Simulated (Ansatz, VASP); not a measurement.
## Pt in VASP and in Ansatz

```xyz
1
Lattice="0.0000 1.9851 1.9851 1.9851 0.0000 1.9851 1.9851 1.9851 0.0000" Properties=species:S:1:pos:R:3 pbc="T T T"
Pt    0.0000    0.0000    0.0000
```

Alike in both runs: functional PBE; k mesh 18 × 18 × 18; occupations gaussian, width 0.1 eV; no spin polarisation.

Ansatz relaxed the structure, and its values are those at the end. VASP's run is a single point on that final structure, the one shown.

|  | VASP | Ansatz |
| --- | --- | --- |
| version | VASP 6.6.1 | Ansatz 0.2.0 |
| potentials or method | VASP PAW PBE potentials, release 64 (Pt), cutoff 520 eV | scalar-relativistic, plane waves, PAW |
| valence electrons in the cell | 10 | 18 |

|  | VASP | Ansatz | Ansatz less VASP |
| --- | --- | --- | --- |
| gap on the k mesh at the Fermi level (eV) | none | none | - |
| pressure (GPa) | -0.5 | 0.0 | +0.49 |

A gap of «none» marks a metal or a gap that the smearing closes. VASP's potentials hold 10 valence electrons a cell and Ansatz's 18, so a difference there can come from the potentials and not from the codes.

Spin-orbit coupling is off throughout.
